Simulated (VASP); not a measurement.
# LiF (rocksalt type) (Fm-3m) in VASP: single point with PBE

Aim: the single point of LiF (rocksalt type) with PBE.

Program: VASP 6.6.1. These are calculated values, not measurements. Logs are shortened: lines on timing, memory, paths and dates and some standing lists are left out, and cuts for length are marked.

## 1. The cell of the first run

Symmetry: Fm-3m, No. 225, cubic system. Conventional cell: a = 4.135 Å, b = 4.135 Å, c = 4.135 Å, α = 90.00°, β = 90.00°, γ = 90.00°. Li (site symmetry m-3m) has 6 F at 2.07 Å within 2.7 Å. F (site symmetry m-3m) has 6 Li at 2.07 Å within 2.7 Å.

## 2. Single point, PBE (8.84 Å³/atom)

Contents of INCAR:

```
ALGO = Normal
EDIFF = 1E-6
ENCUT = 520
GGA = PE
ISIF = 2
ISMEAR = -1
LASPH = True
LCHARG = False
LREAL = False
LWAVE = False
NBANDS = 12
NELM = 60
PREC = Accurate
SIGMA = 0.03
```

Contents of KPOINTS:

```
k-points
0
Gamma
  14 14 14
```

Contents of POSCAR:

```
LiF
1.0
    0.0000000000      2.0674029637      2.0674029637
    2.0674029637      0.0000000000      2.0674029637
    2.0674029637      2.0674029637      0.0000000000
Li F
1 1
Direct
    0.0000000000      0.0000000000      0.0000000000
    0.5000000000      0.5000000000      0.5000000000
```

Potentials or basis: VASP PAW PBE potentials, release 64 (Li_sv, F).

Run with:

```bash
$ cat potpaw_PBE.64/Li_sv/POTCAR potpaw_PBE.64/F/POTCAR > POTCAR
$ mpirun -np 1 vasp_std > vasp.out
```

OUTCAR:

```text
EDIFF = 1E-6
   ENCUT = 520
   GGA = PE
   ISIF = 2
   ISMEAR = -1
   LASPH = True
   LREAL = False
   NELM = 60
   PREC = Accurate

 ion  position               nearest neighbor table
   1  0.000  0.000  0.000-   2 2.07   2 2.07   2 2.07   2 2.07   2 2.07   2 2.07
   2  0.500  0.500  0.500-   1 2.07   1 2.07   1 2.07   1 2.07   1 2.07   1 2.07

  LATTYP: Found a face centered cubic cell.
 ALAT       =     4.1348059274

  Lattice vectors:

 A1 = (   0.0000000000,   2.0674029637,   2.0674029637)
 A2 = (   2.0674029637,   0.0000000000,   2.0674029637)
 A3 = (   2.0674029637,   2.0674029637,   0.0000000000)

Analysis of symmetry for initial positions (statically):
=====================================================================
 Subroutine PRICEL returns:
 Original cell was already a primitive cell.

 Routine SETGRP: Setting up the symmetry group for a
 face centered cubic supercell.

 Subroutine GETGRP returns: Found 48 space group operations
 (whereof 48 operations were pure point group operations)
 out of a pool of 48 trial point group operations.

The static configuration has the point symmetry O_h .

Analysis of symmetry for dynamics (positions and initial velocities):
=====================================================================
 Subroutine PRICEL returns:
 Original cell was already a primitive cell.

 Routine SETGRP: Setting up the symmetry group for a
 face centered cubic supercell.

 Subroutine GETGRP returns: Found 48 space group operations
 (whereof 48 operations were pure point group operations)
 out of a pool of 48 trial point group operations.

The dynamic configuration has the point symmetry O_h .

 Subroutine INISYM returns: Found 48 space group operations
 (whereof 48 operations are pure point group operations),
 and found     1 'primitive' translations

----------------------------------------------------------------------------------------

                                     Primitive cell

  volume of cell :      17.6728

  direct lattice vectors                    reciprocal lattice vectors
     0.000000000  2.067402964  2.067402964    -0.241849320  0.241849320  0.241849320
     2.067402964  0.000000000  2.067402964     0.241849320 -0.241849320  0.241849320
     2.067402964  2.067402964  0.000000000     0.241849320  0.241849320 -0.241849320

  length of vectors
     2.923749310  2.923749310  2.923749310     0.418895309  0.418895309  0.418895309

  position of ions in fractional coordinates (direct lattice)
     0.000000000  0.000000000  0.000000000
     0.500000000  0.500000000  0.500000000

  ion indices of the primitive-cell ions
   primitive index   ion index
                 1           1
                 2           2

----------------------------------------------------------------------------------------

 KPOINTS: k-points

Automatic generation of k-mesh.
 Grid dimensions read from file:
 generate k-points for:   14   14   14

 Generating k-lattice:

  Cartesian coordinates                     Fractional coordinates (reciprocal lattice)
    -0.017274951  0.017274951  0.017274951     0.071428571  0.000000000  0.000000000
     0.017274951 -0.017274951  0.017274951     0.000000000  0.071428571  0.000000000
     0.017274951  0.017274951 -0.017274951     0.000000000  0.000000000  0.071428571

  Length of vectors
     0.029921094  0.029921094  0.029921094

  Shift w.r.t. Gamma in fractional coordinates (k-lattice)
     0.000000000  0.000000000  0.000000000

 Subroutine IBZKPT returns following result:
 ===========================================

 Found    104 irreducible k-points:

 Following reciprocal coordinates:
            Coordinates               Weight
  0.000000  0.000000  0.000000      1.000000
  0.071429  0.000000  0.000000      8.000000
  0.142857  0.000000  0.000000      8.000000
  0.214286  0.000000  0.000000      8.000000
  0.285714  0.000000  0.000000      8.000000
  0.357143  0.000000  0.000000      8.000000
[... 16 lines left out ...]
  0.214286  0.142857  0.000000     24.000000
  0.285714  0.142857  0.000000     24.000000
 [... further k-points ...]
   k-points           NKPTS =    104   k-points in BZ     NKDIM =    104   number of bands    NBANDS=     12
   number of dos      NEDOS =    301   number of ions     NIONS =      2
   total plane-waves  NPLWV =  13824
   dimension x,y,z NGX =    24 NGY =   24 NGZ =   24
   dimension x,y,z NGXF=    48 NGYF=   48 NGZF=   48
   ions per type =               1   1
   NGX,Y,Z   is equivalent  to a cutoff of  13.65, 13.65, 13.65 a.u.
   NGXF,Y,Z  is equivalent  to a cutoff of  27.29, 27.29, 27.29 a.u.
 SYSTEM =  unknown system
   PREC   = accura    normal or accurate (medium, high low for compatibility)
   ISTART =      0    job   : 0-new  1-cont  2-samecut
   ICHARG =      2    charge: 1-file 2-atom 10-const
   ISPIN  =      1    spin polarized calculation?
   LNONCOLLINEAR =      F non collinear calculations
   LSORBIT =      F    spin-orbit coupling
   LASPH  =      T    aspherical Exc in radial PAW
   ENCUT  =  520.0 eV  38.22 Ry    6.18 a.u.   5.44  5.44  5.44*2*pi/ulx,y,z
   NELM   =     60;   NELMIN=  2; NELMDL= -5     # of ELM steps
   EDIFF  = 0.1E-05   stopping-criterion for ELM
   LREAL  =      F    real-space projection
   EDIFFG = 0.1E-04   stopping-criterion for IOM
   NSW    =      0    number of steps for IOM
   IBRION =     -1    ionic relax: 0-MD 1-quasi-New 2-CG
   NFREE  =      0    steps in history (QN), initial steepest desc. (CG)
   ISIF   =      2    stress and relaxation
   ISYM   =      2    0-nonsym 1-usesym 2-fastsym
   POTIM  = 0.5000    time-step for ionic-motion
   TEBEG  =    0.0;   TEEND  =   0.0 temperature during run
   PSTRESS=    0.0 pullay stress
   NELECT =      10.0000    total number of electrons
   NUPDOWN=      -1.0000    fix difference up-down
   EMIN   =  10.00;   EMAX   =-10.00  energy-range for DOS
   EFERMI =   0.00;   METHOD = LEGACY
   ISMEAR =    -1;   SIGMA  =   0.03  broadening in eV -4-tet -1-fermi 0-gaus
   EFERMI_NEDOS =   21; number of points for ismear=-14 and -15
   IALGO  =     38    algorithm
   IMIX   =      4    mixing-type and parameters
     AMIX     =   0.40;   BMIX     =  1.00
     AMIX_MAG =   1.60;   BMIX_MAG =  1.00
  volume/ion in A,a.u.               =       8.84        59.63
  Fermi-wavevector in a.u.,A,eV,Ry     =   1.354066  2.558813 24.946195  1.833494
  Thomas-Fermi vector in A             =   2.481268
   LORBIT       =      0    0 simple, 1 ext, 2 COOP (PROOUT), +10 PAW based schemes
   GGA     = PE    functional components
   LHFCALC =     F    Hartree Fock is set to
   AEXX    =    0.0000 exact exchange contribution
   IVDW    =     0    specifies the selected vdW correction
   LEPSILON=     F    determine dielectric tensor
   LRPA    =     F    only Hartree local field effects (RPA)
 non-spin polarized calculation
  energy-cutoff  :      520.00
  volume of cell :       17.67
 maximum number of plane-waves:       531
 NGX is ok and might be reduce to    24
   NGX = 11   NGY = 11   NGZ = 11

 number of electron      10.0000009 magnetization

 Free energy of the ion-electron system (eV)
  ---------------------------------------------------
  ext. energy  EPLUGINS =         0.00000000
  ---------------------------------------------------
  free energy    TOTEN  =        -9.63292073 eV

  energy without entropy =       -9.63292073  energy(sigma->0) =       -9.63292073

 E-fermi :  -0.7763     XC(G=0):  -9.6059

 val. band max:       -1.4679224445   @ k =  -0.0714   0.0714   0.0000
 cond. band min:       6.9543586130   @ k =   0.0000   0.0000   0.0000
 fundamental gap:      8.4222810575
 Fermi energy:        -0.7763017580

 k-point     1 :       0.0000    0.0000    0.0000
  band No.  band energies     occupation
      1     -42.5823      2.00000
      2     -21.2387      2.00000
      3      -1.4685      2.00000
      4      -1.4685      2.00000
      5      -1.4685      2.00000
      6       6.9544      0.00000
      7      21.4744      0.00000
      8      21.4744      0.00000
      9      21.4744      0.00000
     10      22.0849      0.00000
     11      22.0849      0.00000
     12      22.0849      0.00000

 k-point     2 :       0.0714    0.0000    0.0000
  band No.  band energies     occupation
      1     -42.5799      2.00000
      2     -21.2200      2.00000
      3      -1.6078      2.00000
      4      -1.4791      2.00000
      5      -1.4791      2.00000
      6       7.1087      0.00000
      7      19.8526      0.00000
      8      20.7632      0.00000
      9      20.7632      0.00000
     10      22.6995      0.00000
     11      22.6995      0.00000
     12      22.7508      0.00000

 k-point     3 :       0.1429    0.0000    0.0000
  band No.  band energies     occupation
      1     -42.5741      2.00000
      2     -21.1703      2.00000
      3      -1.9768      2.00000
      4      -1.5085      2.00000
      5      -1.5085      2.00000
      6       7.5118      0.00000
      7      17.9421      0.00000
      8      19.7578      0.00000
      9      19.7578      0.00000
     10      23.3002      0.00000
     11      23.5478      0.00000
     12      23.5478      0.00000
[... 286 lines left out ...]
 k-point    23 :       0.2143    0.1429    0.0000
  band No.  band energies     occupation
      1     -42.5655      2.00000
      2     -21.0872      2.00000
      3      -2.2925      2.00000
      4      -1.7188      2.00000
      5      -1.6954      2.00000
      6       8.2407      0.00000
      7      17.2680      0.00000
      8      18.6078      0.00000
      9      18.7541      0.00000
     10      19.9544      0.00000
     11      26.9816      0.00000
     12      27.0812      0.00000

 k-point    24 :       0.2857    0.1429    0.0000
  band No.  band energies     occupation
      1     -42.5575      2.00000
      2     -21.0110      2.00000
      3      -2.7309      2.00000
      4      -1.7847      2.00000
      5      -1.7636      2.00000
      6       8.7832      0.00000
      7      15.8334      0.00000
      8      17.8813      0.00000
      9      18.2225      0.00000
     10      20.9529      0.00000
     11      27.7346      0.00000
     12      27.8259      0.00000

 [... further k-points ...]

------------------------ aborting loop because EDIFF is reached ----------------------------------------

  FORCE on cell =-STRESS in cart. coord.  units (eV):
  Direction    XX          YY          ZZ          XY          YZ          ZX
  --------------------------------------------------------------------------------------
  -------------------------------------------------------------------------------------
  Total       -0.3779643     -0.3779643     -0.3779643      0.0000000      0.0000000      0.0000000
  in kB      -34.2654142    -34.2654142    -34.2654142      0.0000000      0.0000000      0.0000000
  external PRESSURE =     -34.2654142 kB  Pullay stress =       0.0000000 kB

 VOLUME and BASIS-vectors are now :
 -----------------------------------------------------------------------------
  energy-cutoff  :      520.00
  volume of cell :       17.67
      direct lattice vectors                 reciprocal lattice vectors
     0.000000000  2.067402964  2.067402964    -0.241849320  0.241849320  0.241849320
     2.067402964  0.000000000  2.067402964     0.241849320 -0.241849320  0.241849320
     2.067402964  2.067402964  0.000000000     0.241849320  0.241849320 -0.241849320

 POSITION                                       TOTAL-FORCE (eV/Angst)
 -----------------------------------------------------------------------------------
      0.00000      0.00000      0.00000         0.000000      0.000000     -0.000000
      2.06740      2.06740      2.06740        -0.000000     -0.000000      0.000000
 -----------------------------------------------------------------------------------
    total drift:                               -0.000000     -0.000000      0.000000

  FREE ENERGIE OF THE ION-ELECTRON SYSTEM (eV)
  ---------------------------------------------------
  free  energy   TOTEN  =        -9.6329207268 eV

  energy  without entropy=       -9.6329207268  energy(sigma->0) =       -9.63292073
```

It took 32 s on 1 thread of Intel Xeon 8259CL, shared host; peak memory 0.14 GiB.

What came out:

- Free energy: -9.6329 eV
- Band gap on the k mesh: 8.42 eV

Caveat: the cutoff is under 1.25 times the usual one of these potentials, so pressure, stress and relaxed cells hold a basis-set (Pulay) error.
